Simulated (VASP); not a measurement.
# GaP in VASP: a series of runs, part 3 of 3

VASP 6.6.1. The steps go on from the part before.

## Step 5: Electric field gradients, LDA (volume scaled by 1.06)

INCAR reads:

```
ALGO = Normal ; EDIFF = 1E-8
ENCUT = 520 ; ISIF = 2
ISMEAR = -1 ; LASPH = True
LCHARG = False ; LEFG = True
LREAL = False ; LWAVE = False
NBANDS = 16 ; NELM = 60
PREC = Accurate ; SIGMA = 0.05
```

KPOINTS reads:

```
k-points
0
Gamma
  10 10 10
```

POSCAR reads:

```
GaP
1.0
    0.0000000000      2.7786998443      2.7786998443
    2.7786998443      0.0000000000      2.7786998443
    2.7786998443      2.7786998443      0.0000000000
Ga P
1 1
Direct
    0.0000000000      0.0000000000      0.0000000000
    0.7500000000      0.7500000000      0.7500000000
```

Potentials or basis: VASP PAW LDA potentials, release 64 (Ga_d, P).

Started as:

```
$ cat potpaw_LDA.64/Ga_d/POTCAR potpaw_LDA.64/P/POTCAR > POTCAR
$ mpirun -np 1 vasp_std > vasp.out
```

OUTCAR:

```text
EDIFF = 1E-8
   ENCUT = 520
   ISIF = 2
   ISMEAR = -1
   LASPH = True
   LREAL = False
   NELM = 60
   PREC = Accurate

 ion  position               nearest neighbor table
   1  0.000  0.000  0.000-   2 2.41   2 2.41   2 2.41   2 2.41
   2  0.750  0.750  0.750-   1 2.41   1 2.41   1 2.41   1 2.41

  LATTYP: Found a face centered cubic cell.
 ALAT       =     5.5573996886

  Lattice vectors:

 A1 = (   0.0000000000,   2.7786998443,   2.7786998443)
 A2 = (   2.7786998443,   0.0000000000,   2.7786998443)
 A3 = (   2.7786998443,   2.7786998443,   0.0000000000)

Analysis of symmetry for initial positions (statically):
=====================================================================
 Subroutine PRICEL returns:
 Original cell was already a primitive cell.

 Routine SETGRP: Setting up the symmetry group for a
 face centered cubic supercell.

 Subroutine GETGRP returns: Found 24 space group operations
 (whereof 24 operations were pure point group operations)
 out of a pool of 48 trial point group operations.

[... 642 lines left out ...]
     0.000000000  2.778699844  2.778699844    -0.179940270  0.179940270  0.179940270
     2.778699844  0.000000000  2.778699844     0.179940270 -0.179940270  0.179940270
     2.778699844  2.778699844  0.000000000     0.179940270  0.179940270 -0.179940270

 POSITION                                       TOTAL-FORCE (eV/Angst)
 -----------------------------------------------------------------------------------
      0.00000      0.00000      0.00000        -0.000000     -0.000000      0.000000
      4.16805      4.16805      4.16805         0.000000      0.000000      0.000000
 -----------------------------------------------------------------------------------
    total drift:                                0.000000      0.000000      0.000000

  FREE ENERGIE OF THE ION-ELECTRON SYSTEM (eV)
  ---------------------------------------------------
  free  energy   TOTEN  =       -10.3711083253 eV

  energy  without entropy=      -10.3711082710  energy(sigma->0) =      -10.37110830

 Electric field gradients (V/A^2)
---------------------------------------------------------------------
 ion       V_xx      V_yy      V_zz      V_xy      V_xz      V_yz
---------------------------------------------------------------------
   1       0.000    -0.000    -0.000    -0.003    -0.003    -0.003
   2      -0.000    -0.000     0.000    -0.000    -0.000    -0.000
---------------------------------------------------------------------

 Electric field gradients after diagonalization (V/A^2)
 (convention: |V_zz| > |V_xx| > |V_yy|)
----------------------------------------------------------------------
 ion       V_xx      V_yy      V_zz     asymmetry (V_yy - V_xx)/ V_zz
----------------------------------------------------------------------
   1       0.003     0.003    -0.007       0.000
   2       0.000     0.000    -0.001       0.000
----------------------------------------------------------------------

           NMR quadrupolar parameters

 Cq : quadrupolar parameter    Cq=e*Q*V_zz/h
 eta: asymmetry parameters     (V_yy - V_xx)/ V_zz
 Q  : nuclear electric quadrupole moment in mb (millibarn)
----------------------------------------------------------------------
 ion       Cq(MHz)       eta       Q (mb)
----------------------------------------------------------------------
   1      -0.000       0.000       1.000
   2      -0.000       0.000       1.000
----------------------------------------------------------------------
```

Run time: 36 s. Hardware: 1 thread of Intel Xeon Platinum 8375C at 2.90GHz (Ice Lake), shared host; peak memory 0.16 GiB.

Results:

| Property | Result |
| --- | --- |
| Free energy | -10.3711 eV |
| Pressure | -6.6 GPa |
| Band gap on the k mesh | 1.16 eV, direct |

Caveat: without QUAD_EFG the Cq values of the log hold for a quadrupole moment of 1 mb, not for the nuclei.

## Step 6: Electric field gradients, LDA (volume scaled by 1.04)

INCAR reads:

```
SYSTEM = GaP
  ALGO = Normal
  EDIFF = 1E-8
  ENCUT = 520
  ISIF = 2
  ISMEAR = -1
  LASPH = .TRUE.
  LCHARG = .FALSE.
  LEFG = .TRUE.
  LREAL = .FALSE.
  LWAVE = .FALSE.
  NBANDS = 16
  NELM = 80
  PREC = Accurate
  SIGMA = 0.05
```

KPOINTS reads:

```
k-points
0
G
  10 10 10
  0 0 0
```

POSCAR reads:

```
GaP
1.0
    0.0000000000      2.7611126653      2.7611126653
    2.7611126653      0.0000000000      2.7611126653
    2.7611126653      2.7611126653      0.0000000000
Ga P
1 1
Direct
    0.0000000000      0.0000000000      0.0000000000
    0.7500000000      0.7500000000      0.7500000000
```

Potentials or basis: VASP PAW LDA potentials, release 64 (Ga_d, P).

Started as:

```
$ cat potpaw_LDA.64/Ga_d/POTCAR potpaw_LDA.64/P/POTCAR > POTCAR
$ mpirun -np 1 vasp_std > vasp.out
```

OUTCAR:

```text
SYSTEM = GaP
   EDIFF = 1E-8
   ENCUT = 520
   ISIF = 2
   ISMEAR = -1
   LASPH = .TRUE.
   LREAL = .FALSE.
   NELM = 80
   PREC = Accurate

 ion  position               nearest neighbor table
   1  0.000  0.000  0.000-   2 2.39   2 2.39   2 2.39   2 2.39
   2  0.750  0.750  0.750-   1 2.39   1 2.39   1 2.39   1 2.39

  LATTYP: Found a face centered cubic cell.
 ALAT       =     5.5222253306

  Lattice vectors:

 A1 = (   0.0000000000,   2.7611126653,   2.7611126653)
 A2 = (   2.7611126653,   0.0000000000,   2.7611126653)
 A3 = (   2.7611126653,   2.7611126653,   0.0000000000)

Analysis of symmetry for initial positions (statically):
=====================================================================
 Subroutine PRICEL returns:
 Original cell was already a primitive cell.

 Routine SETGRP: Setting up the symmetry group for a
 face centered cubic supercell.

[... 644 lines left out ...]
  volume of cell :       42.10
      direct lattice vectors                 reciprocal lattice vectors
     0.000000000  2.761112665  2.761112665    -0.181086417  0.181086417  0.181086417
     2.761112665  0.000000000  2.761112665     0.181086417 -0.181086417  0.181086417
     2.761112665  2.761112665  0.000000000     0.181086417  0.181086417 -0.181086417

 POSITION                                       TOTAL-FORCE (eV/Angst)
 -----------------------------------------------------------------------------------
      0.00000      0.00000      0.00000        -0.000000     -0.000000     -0.000000
      4.14167      4.14167      4.14167         0.000000      0.000000      0.000000
 -----------------------------------------------------------------------------------
    total drift:                                0.000000      0.000000      0.000000

  FREE ENERGIE OF THE ION-ELECTRON SYSTEM (eV)
  ---------------------------------------------------
  free  energy   TOTEN  =       -10.4014600629 eV

  energy  without entropy=      -10.4014600445  energy(sigma->0) =      -10.40146005

 Electric field gradients (V/A^2)
---------------------------------------------------------------------
 ion       V_xx      V_yy      V_zz      V_xy      V_xz      V_yz
---------------------------------------------------------------------
   1      -0.000    -0.000    -0.000    -0.003    -0.003    -0.003
   2       0.000    -0.000     0.000    -0.000    -0.000    -0.000
---------------------------------------------------------------------

 Electric field gradients after diagonalization (V/A^2)
 (convention: |V_zz| > |V_xx| > |V_yy|)
----------------------------------------------------------------------
 ion       V_xx      V_yy      V_zz     asymmetry (V_yy - V_xx)/ V_zz
----------------------------------------------------------------------
   1       0.003     0.003    -0.006       0.000
   2       0.000     0.000    -0.001       0.000
----------------------------------------------------------------------

           NMR quadrupolar parameters

 Cq : quadrupolar parameter    Cq=e*Q*V_zz/h
 eta: asymmetry parameters     (V_yy - V_xx)/ V_zz
 Q  : nuclear electric quadrupole moment in mb (millibarn)
----------------------------------------------------------------------
 ion       Cq(MHz)       eta       Q (mb)
----------------------------------------------------------------------
   1      -0.000       0.000       1.000
   2      -0.000       0.000       1.000
----------------------------------------------------------------------
```

It took 44 s on 1 thread of Intel Xeon Platinum 8375C at 2.90GHz (Ice Lake), shared host; peak memory 0.16 GiB.

Results:

```
Free energy            : -10.4015 eV
Pressure               : -5.4 GPa
Band gap on the k mesh : 1.32 eV, direct
```

Caveat: without QUAD_EFG the Cq values of the log hold for a quadrupole moment of 1 mb, not for the nuclei. A k mesh can miss the band edges.

## Step 7: Summary

```tsv
cell	gap on the mesh (eV)	pressure (GPa)
a = 3.912, b = 3.912, c = 3.854 Å, angles 60.5, 60.5, 59.0°, 2 atoms	1.33	-4.8
a = 3.776 Å, angles 60.0°, 2 atoms	1.35	2.9
a = 3.930 Å, angles 60.0°, 2 atoms	1.16	-6.6
a = 3.905 Å, angles 60.0°, 2 atoms	1.32	-5.4
```

Alike in all rows: task electric field gradients; level LDA; potentials or basis VASP PAW LDA potentials, release 64 (Ga_d, P); no spin polarisation; k mesh 10 × 10 × 10; cutoff (eV) 520; smearing fermi-dirac 0.05 eV.

Total energies depend on the potentials used, so only differences within one code and one set of settings carry meaning.
